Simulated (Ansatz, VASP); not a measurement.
**CuI in VASP and in Ansatz**

```xyz
4
Lattice="3.6570 -3.6353 0.0000 3.6570 3.6353 0.0000 0.0000 0.0000 4.2191" Properties=species:S:1:pos:R:3 pbc="T T T"
Cu    3.6570    0.5785    3.1643
Cu    3.6570   -0.5785    1.0548
I     3.6570   -1.9634    3.1643
I     3.6570    1.9634    1.0548
```

Change from the starting cell: volume scaled by 0.94, crystal datasets.

Alike in both runs: task electric field gradients; functional PBE; k mesh 5 × 5 × 6; occupations fermi-dirac, width 0.02 eV; no spin polarisation.

|  | VASP | Ansatz |
| --- | --- | --- |
| version | VASP 6.6.1 | Ansatz 0.2.0 |
| potentials or method | VASP PAW PBE potentials, release 64 (Cu, I), cutoff 520 eV | all-electron PAW with datasets made for the crystal, scalar-relativistic |

|  | VASP | Ansatz | Ansatz less VASP |
| --- | --- | --- | --- |
| gap on the k mesh at the Fermi level (eV) | 1.11 | 1.09 | -0.017 |
| pressure (GPa) | 4.4 | 4.4 | -0.06 |
| traceless stress, the component that is largest in VASP (GPa) | -2.98 | -2.91 | +0.064 |
| rms of the force components (eV/Å) | 0.313 | 0.309 | -0.0041 |
| size of Vzz on the site where it differs most (V/Å²) | 380.7 | 394.9 | +14.12 |

Atom by atom the forces differ by 0.006 eV/Å (rms over components). Ansatz ran all-electron here, and VASP with PAW potentials.

Spin-orbit coupling is off throughout.
